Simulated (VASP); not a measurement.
Write the native input for VASP 6.6.1 that does the following.

```
Task                   : single point
Functional             : LDA
Potentials or basis    : VASP PAW LDA potentials, release 64 (Pt)
Cutoff                 : 520 eV
k mesh                 : 22 × 22 × 22
Occupations            : gaussian, width 0.15 eV
Spin                   : no spin polarisation
Dipole correction      : no
Further INCAR settings : ALGO = Normal; EDIFF = 1e-06; NBANDS = 11
```

The structure of Pt lies in POSCAR:

```
Pt
1.0
    0.0000000000      2.1346430723      1.4735441128
    2.1346430723      0.0000000000      1.4735441128
    2.1346430723      2.1346430723      0.0000000000
Pt
1
Direct
    0.0000000000      0.0000000000      0.0000000000
```

This cell differs from its parent crystal: volume 13.429 Å^3 an atom, c/a of the conventional cell 0.6903.

These files were run (other wordings do the same):

INCAR

```
  PREC = Accurate
  ENCUT = 520
  EDIFF = 1E-6
  ISMEAR = 0
  SIGMA = 0.15
  LREAL = F
  LASPH = T
  NELM = 80
  ALGO = Normal
  ISIF = 2
  LWAVE = F
  LCHARG = F
  NBANDS = 11
```

KPOINTS

```
Automatic mesh
0
Gamma
  22 22 22
```

Potentials or basis: VASP PAW LDA potentials, release 64 (Pt).

Launch:

```console
$ cat potpaw_LDA.64/Pt/POTCAR > POTCAR
$ mpirun -np 1 vasp_std > vasp.out
```

Results of the run:

- Pressure: 42.3 GPa
- Band gap on the k mesh: zero (band 5 reaches 14.67 eV, above the bottom of band 6 at 11.80 eV)

Caveat: spin-orbit coupling is left out, which moves the levels of the heavy elements.

Run time: 54 s on 1 thread of AMD EPYC 7R13, with other jobs on the host, peak memory 0.23 GiB.
